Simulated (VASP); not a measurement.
# CoSi3 (Pm-3m) in VASP: further runs

Runs on CoSi3. Level: PBEsol. Tasks: single point.

All numbers are computed with VASP 6.6.1; they aren't measurements. Logs are shortened: lines on timing, memory, paths and dates and some standing lists are left out, and cuts for length are marked.

**1. The cell of the first run**

The structure is cubic, space group Pm-3m (No. 221). Conventional cell: a = 3.646 Å, b = 3.646 Å, c = 3.646 Å, α = 90.00°, β = 90.00°, γ = 90.00°. Within 3.4 Å of Si (site symmetry 4/mmm) lie 8 Si at 2.58 Å and 4 Co at 2.58 Å. Within 3.4 Å of Co (site symmetry m-3m) lie 12 Si at 2.58 Å.

**2. Single point, PBEsol, collinear spin, ferromagnetic start**

Contents of INCAR:

```
SYSTEM = CoSi3
  PREC = Accurate
  ENCUT = 520
  EDIFF = 1E-6
  ISMEAR = 0
  SIGMA = 0.1
  LREAL = .FALSE.
  LASPH = .TRUE.
  NELM = 150
  ALGO = Normal
  ISIF = 2
  LWAVE = .FALSE.
  LCHARG = .FALSE.
  ISPIN = 2
  MAGMOM = 0 0 0 0.38
  LORBIT = 11
  LMAXMIX = 4
  GGA = PS
  NBANDS = 22
```

Contents of KPOINTS:

```
Automatic mesh
0
G
  12 12 12
  0 0 0
```

Contents of POSCAR:

```
CoSi3
1.0
    3.6463454554      0.0000000000      0.0000000000
    0.0000000000      3.6463454554      0.0000000000
    0.0000000000      0.0000000000      3.6463454554
Si Co
3 1
Direct
    0.0000000000      0.5000000000      0.5000000000
    0.5000000000      0.0000000000      0.5000000000
    0.5000000000      0.5000000000      0.0000000000
    0.0000000000      0.0000000000      0.0000000000
```

Potentials or basis: VASP PAW PBE potentials, release 64 (Si, Co).

The run is started by

```console
cat potpaw_PBE.64/Si/POTCAR potpaw_PBE.64/Co/POTCAR > POTCAR
mpirun -np 1 vasp_std > vasp.out
```

OUTCAR:

```text
SYSTEM = CoSi3
   PREC = Accurate
   ENCUT = 520
   EDIFF = 1E-6
   ISMEAR = 0
   LREAL = .FALSE.
   LASPH = .TRUE.
   NELM = 150
   ISIF = 2
   ISPIN = 2
   LORBIT = 11
   GGA = PS

 ion  position               nearest neighbor table
   1  0.000  0.500  0.500-   2 2.58   3 2.58   4 2.58   3 2.58   4 2.58   2 2.58   4 2.58   4 2.58
                             2 2.58   3 2.58   3 2.58   2 2.58
   2  0.500  0.000  0.500-   1 2.58   3 2.58   4 2.58   3 2.58   4 2.58   1 2.58   3 2.58   3 2.58
                             1 2.58   4 2.58   4 2.58   1 2.58
   3  0.500  0.500  0.000-   1 2.58   2 2.58   4 2.58   1 2.58   2 2.58   2 2.58   4 2.58   2 2.58
                             1 2.58   4 2.58   1 2.58   4 2.58
   4  0.000  0.000  0.000-   1 2.58   2 2.58   3 2.58   1 2.58   2 2.58   1 2.58   3 2.58   1 2.58
                             2 2.58   3 2.58   2 2.58   3 2.58

  LATTYP: Found a simple cubic cell.
 ALAT       =     3.6463454554

  Lattice vectors:

 A1 = (   3.6463454554,   0.0000000000,   0.0000000000)
 A2 = (   0.0000000000,   3.6463454554,   0.0000000000)
 A3 = (   0.0000000000,   0.0000000000,   3.6463454554)

Analysis of symmetry for initial positions (statically):
=====================================================================
 Subroutine PRICEL returns:
 Original cell was already a primitive cell.

 Routine SETGRP: Setting up the symmetry group for a
 simple cubic supercell.

 Subroutine GETGRP returns: Found 48 space group operations
 (whereof 48 operations were pure point group operations)
 out of a pool of 48 trial point group operations.

The static configuration has the point symmetry O_h .

Analysis of symmetry for dynamics (positions and initial velocities):
=====================================================================
 Subroutine PRICEL returns:
 Original cell was already a primitive cell.

 Routine SETGRP: Setting up the symmetry group for a
 simple cubic supercell.

 Subroutine GETGRP returns: Found 48 space group operations
 (whereof 48 operations were pure point group operations)
 out of a pool of 48 trial point group operations.

The dynamic configuration has the point symmetry O_h .

Analysis of structural, dynamic, and magnetic symmetry:
=====================================================================
 Subroutine PRICEL returns:
 Original cell was already a primitive cell.

 Routine SETGRP: Setting up the symmetry group for a
 simple cubic supercell.

 Subroutine GETGRP returns: Found 48 space group operations
 (whereof 48 operations were pure point group operations)
 out of a pool of 48 trial point group operations.

The overall configuration has the point symmetry O_h .

 Subroutine INISYM returns: Found 48 space group operations
 (whereof 48 operations are pure point group operations),
 and found     1 'primitive' translations

----------------------------------------------------------------------------------------

                                     Primitive cell

  volume of cell :      48.4812

  direct lattice vectors                    reciprocal lattice vectors
     3.646345455  0.000000000  0.000000000     0.274247191  0.000000000  0.000000000
     0.000000000  3.646345455  0.000000000     0.000000000  0.274247191  0.000000000
     0.000000000  0.000000000  3.646345455     0.000000000  0.000000000  0.274247191

  length of vectors
     3.646345455  3.646345455  3.646345455     0.274247191  0.274247191  0.274247191

  position of ions in fractional coordinates (direct lattice)
     0.000000000  0.500000000  0.500000000
     0.500000000  0.000000000  0.500000000
     0.500000000  0.500000000  0.000000000
     0.000000000  0.000000000  0.000000000

  ion indices of the primitive-cell ions
   primitive index   ion index
                 1           1
                 2           2
                 3           3
                 4           4

----------------------------------------------------------------------------------------

 KPOINTS: Automatic mesh

Automatic generation of k-mesh.
 Grid dimensions read from file:
 generate k-points for:   12   12   12

 Generating k-lattice:

  Cartesian coordinates                     Fractional coordinates (reciprocal lattice)
     0.022853933  0.000000000  0.000000000     0.083333333  0.000000000  0.000000000
     0.000000000  0.022853933  0.000000000     0.000000000  0.083333333  0.000000000
     0.000000000  0.000000000  0.022853933     0.000000000  0.000000000  0.083333333

  Length of vectors
     0.022853933  0.022853933  0.022853933

  Shift w.r.t. Gamma in fractional coordinates (k-lattice)
     0.000000000  0.000000000  0.000000000

 Subroutine IBZKPT returns following result:
 ===========================================

 Found     84 irreducible k-points:

 Following reciprocal coordinates:
            Coordinates               Weight
  0.000000  0.000000  0.000000      1.000000
  0.083333  0.000000  0.000000      6.000000
  0.166667  0.000000  0.000000      6.000000
  0.250000  0.000000  0.000000      6.000000
  0.333333  0.000000  0.000000      6.000000
  0.416667  0.000000  0.000000      6.000000
[... 16 lines left out ...]
  0.333333  0.333333  0.000000     12.000000
  0.416667  0.333333  0.000000     24.000000
 [... further k-points ...]
   k-points           NKPTS =     84   k-points in BZ     NKDIM =     84   number of bands    NBANDS=     22
   number of dos      NEDOS =    301   number of ions     NIONS =      4
   total plane-waves  NPLWV =  21952
   dimension x,y,z NGX =    28 NGY =   28 NGZ =   28
   dimension x,y,z NGXF=    56 NGYF=   56 NGZF=   56
   ions per type =               3   1
   NGX,Y,Z   is equivalent  to a cutoff of  12.77, 12.77, 12.77 a.u.
   NGXF,Y,Z  is equivalent  to a cutoff of  25.53, 25.53, 25.53 a.u.
 SYSTEM =  CoSi3
   PREC   = accura    normal or accurate (medium, high low for compatibility)
   ISTART =      0    job   : 0-new  1-cont  2-samecut
   ICHARG =      2    charge: 1-file 2-atom 10-const
   ISPIN  =      2    spin polarized calculation?
   LNONCOLLINEAR =      F non collinear calculations
   LSORBIT =      F    spin-orbit coupling
   LASPH  =      T    aspherical Exc in radial PAW
   ENCUT  =  520.0 eV  38.22 Ry    6.18 a.u.   6.78  6.78  6.78*2*pi/ulx,y,z
   NELM   =    150;   NELMIN=  2; NELMDL= -5     # of ELM steps
   EDIFF  = 0.1E-05   stopping-criterion for ELM
   LREAL  =      F    real-space projection
   EDIFFG = 0.1E-04   stopping-criterion for IOM
   NSW    =      0    number of steps for IOM
   IBRION =     -1    ionic relax: 0-MD 1-quasi-New 2-CG
   NFREE  =      0    steps in history (QN), initial steepest desc. (CG)
   ISIF   =      2    stress and relaxation
   ISYM   =      2    0-nonsym 1-usesym 2-fastsym
   POTIM  = 0.5000    time-step for ionic-motion
   TEBEG  =    0.0;   TEEND  =   0.0 temperature during run
   PSTRESS=    0.0 pullay stress
   NELECT =      21.0000    total number of electrons
   NUPDOWN=      -1.0000    fix difference up-down
   EMIN   =  10.00;   EMAX   =-10.00  energy-range for DOS
   EFERMI =   0.00;   METHOD = LEGACY
   ISMEAR =     0;   SIGMA  =   0.10  broadening in eV -4-tet -1-fermi 0-gaus
   EFERMI_NEDOS =   21; number of points for ismear=-14 and -15
   IALGO  =     38    algorithm
   IMIX   =      4    mixing-type and parameters
     AMIX     =   0.40;   BMIX     =  1.00
     AMIX_MAG =   1.60;   BMIX_MAG =  1.00
  volume/ion in A,a.u.               =      12.12        81.79
  Fermi-wavevector in a.u.,A,eV,Ry     =   1.238673  2.340753 20.875577  1.534312
  Thomas-Fermi vector in A             =   2.373189
   LORBIT       =     11    0 simple, 1 ext, 2 COOP (PROOUT), +10 PAW based schemes
   GGA     = PS    functional components
   LHFCALC =     F    Hartree Fock is set to
   AEXX    =    0.0000 exact exchange contribution
   IVDW    =     0    specifies the selected vdW correction
   LEPSILON=     F    determine dielectric tensor
   LRPA    =     F    only Hartree local field effects (RPA)
 spin polarized calculation
 Gauss-broadening in eV      SIGMA  =   0.10
  energy-cutoff  :      520.00
  volume of cell :       48.48
 maximum number of plane-waves:      1332
 NGX is ok and might be reduce to    28
   NGX = 13   NGY = 13   NGZ = 13

 number of electron      20.9999998 magnetization       0.0019800

 Free energy of the ion-electron system (eV)
  ---------------------------------------------------
  ext. energy  EPLUGINS =         0.00000000
  ---------------------------------------------------
  free energy    TOTEN  =       -24.34895599 eV

  energy without entropy =      -24.33497410  energy(sigma->0) =      -24.34196505

 E-fermi :  11.7863     XC(G=0): -12.2076

 val. band max:       11.7858095987   @ k =   0.4167   0.3333   0.3333
 cond. band min:      11.7864731878   @ k =   0.4167   0.4167   0.4167
 fundamental gap:      0.0006635890
 Fermi energy:        11.7863194888

 spin component 1

 k-point     1 :       0.0000    0.0000    0.0000
  band No.  band energies     occupation
      1      -3.1559      1.00000
      2       6.5447      1.00000
      3       6.5447      1.00000
      4       6.8584      1.00000
      5       6.8584      1.00000
      6       6.8584      1.00000
[... 574 lines left out ...]
      6       8.8118      1.00000
[... 14 lines left out ...]
     21      23.8850      0.00000
     22      24.2964      0.00000

 [... further k-points ...]

 spin component 2

 k-point     1 :       0.0000    0.0000    0.0000
  band No.  band energies     occupation
      1      -3.1559      1.00000
      2       6.5450      1.00000
      3       6.5450      1.00000
      4       6.8585      1.00000
      5       6.8585      1.00000
      6       6.8585      1.00000
[... 574 lines left out ...]
      6       8.8130      1.00000
[... 14 lines left out ...]
     21      23.8851      0.00000
     22      24.2966      0.00000

 [... further k-points ...]

------------------------ aborting loop because EDIFF is reached ----------------------------------------

  FORCE on cell =-STRESS in cart. coord.  units (eV):
  Direction    XX          YY          ZZ          XY          YZ          ZX
  --------------------------------------------------------------------------------------
  -------------------------------------------------------------------------------------
  Total        0.0844442      0.0844442      0.0844442     -0.0000000     -0.0000000      0.0000000
  in kB        2.7906592      2.7906592      2.7906592     -0.0000000     -0.0000000      0.0000000
  external PRESSURE =       2.7906592 kB  Pullay stress =       0.0000000 kB

 VOLUME and BASIS-vectors are now :
 -----------------------------------------------------------------------------
  energy-cutoff  :      520.00
  volume of cell :       48.48
      direct lattice vectors                 reciprocal lattice vectors
     3.646345455  0.000000000  0.000000000     0.274247191  0.000000000  0.000000000
     0.000000000  3.646345455  0.000000000     0.000000000  0.274247191  0.000000000
     0.000000000  0.000000000  3.646345455     0.000000000  0.000000000  0.274247191

 POSITION                                       TOTAL-FORCE (eV/Angst)
 -----------------------------------------------------------------------------------
      0.00000      1.82317      1.82317         0.000000      0.000000      0.000000
      1.82317      0.00000      1.82317         0.000000      0.000000      0.000000
      1.82317      1.82317      0.00000         0.000000      0.000000      0.000000
      0.00000      0.00000      0.00000         0.000000      0.000000      0.000000
 -----------------------------------------------------------------------------------
    total drift:                               -0.000000     -0.000000     -0.000000

  FREE ENERGIE OF THE ION-ELECTRON SYSTEM (eV)
  ---------------------------------------------------
  free  energy   TOTEN  =       -24.3489559905 eV

  energy  without entropy=      -24.3349741021  energy(sigma->0) =      -24.34196505

 total charge

# of ion       s       p       d       tot
------------------------------------------
    1        0.781   0.797   0.000   1.577
    2        0.781   0.797   0.000   1.577
    3        0.781   0.797   0.000   1.577
    4        0.447   0.451   7.515   8.412
--------------------------------------------------
tot          2.788   2.842   7.515  13.145

 magnetization (x)

# of ion       s       p       d       tot
------------------------------------------
    1        0.000  -0.000   0.000   0.000
    2        0.000  -0.000   0.000   0.000
    3        0.000  -0.000   0.000   0.000
    4        0.000   0.000   0.001   0.001
--------------------------------------------------
tot          0.000  -0.000   0.001   0.001
```

Run time: 2.9 min. Hardware: 1 thread of Intel Xeon 8259CL, shared host; peak memory 0.26 GiB.

Results:

```yaml
Free_energy: -24.3490 eV
Pressure: 0.3 GPa
Net_moment: 0.00 μB per cell
Valence_electrons_inside_the_program's_atomic_spheres: Si 1.58; Co 8.41
```

Caveat: the PAW data sets were made with another functional, which shifts forces and pressure a little.

**3. Single point, PBEsol, collinear spin, ferromagnetic start**

This run uses another cell than the first one, of 12.85 Å³/atom.

Contents of INCAR:

```
SYSTEM = CoSi3
PREC = Accurate
ENCUT = 520
EDIFF = 1E-6
ISMEAR = 0
SIGMA = 0.1
LREAL = .False.
LASPH = .True.
NELM = 150
ALGO = Normal
ISIF = 2
LWAVE = .False.
LCHARG = .False.
ISPIN = 2
MAGMOM = 0 0 0 3.5
LORBIT = 11
LMAXMIX = 4
GGA = PS
NBANDS = 22
```

Contents of KPOINTS:

```
Automatic mesh
0
Gamma
  12 12 12
  0 0 0
```

Contents of POSCAR:

```
CoSi3
1.0
    3.7178605813      0.0000000000      0.0000000000
    0.0000000000      3.7178605813      0.0000000000
    0.0000000000      0.0000000000      3.7178605813
Si Co
3 1
Direct
    0.0000000000      0.5000000000      0.5000000000
    0.5000000000      0.0000000000      0.5000000000
    0.5000000000      0.5000000000      0.0000000000
    0.0000000000      0.0000000000      0.0000000000
```

Potentials or basis: VASP PAW PBE potentials, release 64 (Si, Co).

The run is started by

```console
cat potpaw_PBE.64/Si/POTCAR potpaw_PBE.64/Co/POTCAR > POTCAR
mpirun -np 1 vasp_std > vasp.out
```

Wall time 3.4 min (1 thread of Intel Xeon 8259CL, shared host); peak memory 0.27 GiB.

It converged, with:

| Quantity | Value |
| --- | --- |
| Free energy | -24.2839 eV |
| Pressure | -7.1 GPa |
| Net moment | 0.00 μB per cell |
| Valence electrons inside the program's atomic spheres | Si 1.55; Co 8.30 |

Levels at points of the mesh, in eV from the Fermi level:
Spin up:
```csv
k point,band 6,band 7,band 8,band 9,band 10,band 11,band 12,band 13,band 14,band 15
"(0.00, 0.00, 0.00)",-4.67,-1.69,-1.69,-1.69,-0.89,0.47,0.47,3.95,3.95,3.95
"(0.50, 0.00, 0.00)",-1.94,-1.56,-1.27,-1.26,-1.26,-0.51,0.25,0.25,2.40,2.66
"(0.50, 0.50, 0.00)",-2.91,-1.47,-1.26,-1.15,-0.94,1.71,1.74,1.74,2.45,2.45
"(0.50, 0.50, 0.50)",-5.91,-5.91,-1.81,-1.10,-1.10,-0.27,-0.27,-0.27,9.73,9.73
```
Spin down:
| k point | band 6 | band 7 | band 8 | band 9 | band 10 | band 11 | band 12 | band 13 | band 14 | band 15 |
| --- | --- | --- | --- | --- | --- | --- | --- | --- | --- | --- |
| (0.00, 0.00, 0.00) | -4.67 | -1.69 | -1.69 | -1.69 | -0.89 | 0.47 | 0.47 | 3.95 | 3.95 | 3.95 |
| (0.50, 0.00, 0.00) | -1.94 | -1.56 | -1.27 | -1.26 | -1.26 | -0.51 | 0.25 | 0.25 | 2.40 | 2.66 |
| (0.50, 0.50, 0.00) | -2.91 | -1.47 | -1.26 | -1.15 | -0.94 | 1.71 | 1.74 | 1.74 | 2.45 | 2.45 |
| (0.50, 0.50, 0.50) | -5.91 | -5.91 | -1.81 | -1.10 | -1.10 | -0.27 | -0.27 | -0.27 | 9.73 | 9.73 |

Caveat: the cell stands under tension; the moments typed at the start vanished in this run; the PAW data sets were made with another functional, which shifts forces and pressure a little.

**4. Single point, PBEsol, collinear spin, ferromagnetic start**

This run uses another cell than the first one, of 15.76 Å³/atom.

Contents of INCAR:

```
SYSTEM = CoSi3
PREC = Accurate
ENCUT = 520
EDIFF = 1E-7
ISMEAR = 0
SIGMA = 0.1
LREAL = .FALSE.
LASPH = .TRUE.
NELM = 150
ALGO = Normal
ISIF = 2
LWAVE = .FALSE.
LCHARG = .TRUE.
ISPIN = 2
MAGMOM = 0 0 0 3.5
LORBIT = 11
LMAXMIX = 4
GGA = PS
LELF = .TRUE.
LVHAR = .TRUE.
NBANDS = 22
```

Contents of KPOINTS:

```
Automatic mesh
0
G
  12 12 12
  0 0 0
```

Contents of POSCAR:

```
CoSi3
1.0
    3.9795954792      0.0000000000      0.0000000000
    0.0000000000      3.9795954792      0.0000000000
    0.0000000000      0.0000000000      3.9795954792
Si Co
3 1
Direct
    0.0000000000      0.5000000000      0.5000000000
    0.5000000000      0.0000000000      0.5000000000
    0.5000000000      0.5000000000      0.0000000000
    0.0000000000      0.0000000000      0.0000000000
```

The run is started by

```console
cat potpaw_PBE.64/Si/POTCAR potpaw_PBE.64/Co/POTCAR > POTCAR
mpirun -np 1 vasp_std > vasp.out
```

Run time: 5 min. Hardware: 1 thread of Intel Xeon 8259CL, shared host; peak memory 0.31 GiB.

It converged, with:

```
Free energy                                           : -23.1899 eV
Pressure                                              : -19.7 GPa
Net moment                                            : 0.85 μB per cell
Site moments                                          : Si +0.00; Co +0.90 μB
Valence electrons inside the program's atomic spheres : Si 1.49; Co 7.97
```

Levels at points of the mesh, in eV from the Fermi level:
Spin up:
```
           k point  band 8  band 9  band 10  band 11  band 12  band 13  band 14  band 15
(0.00, 0.00, 0.00)   -1.69   -1.69    -0.36    -0.36    -0.30     3.36     3.36     3.36
(0.50, 0.00, 0.00)   -1.29   -0.79    -0.79    -0.14    -0.14     0.08     1.24     2.06
(0.50, 0.50, 0.00)   -1.24   -1.21    -0.50     0.69     1.36     1.36     1.84     1.84
(0.50, 0.50, 0.50)   -1.37   -1.17    -1.17    -0.82    -0.82    -0.82     7.88     7.88
```
Spin down:
```
           k point  band 7  band 8  band 9  band 10  band 11  band 12  band 13  band 14
(0.00, 0.00, 0.00)   -0.80   -0.80   -0.80    -0.22     0.21     0.21     3.32     3.32
(0.50, 0.00, 0.00)   -0.81   -0.81   -0.70    -0.68     0.09     0.56     0.56     1.36
(0.50, 0.50, 0.00)   -0.81   -0.63   -0.55    -0.48     1.02     1.35     1.35     2.28
(0.50, 0.50, 0.50)   -4.82   -1.27   -0.50    -0.50     0.14     0.14     0.14     7.92
```

Caveat: the cell stands under tension; the PAW data sets were made with another functional, which shifts forces and pressure a little.
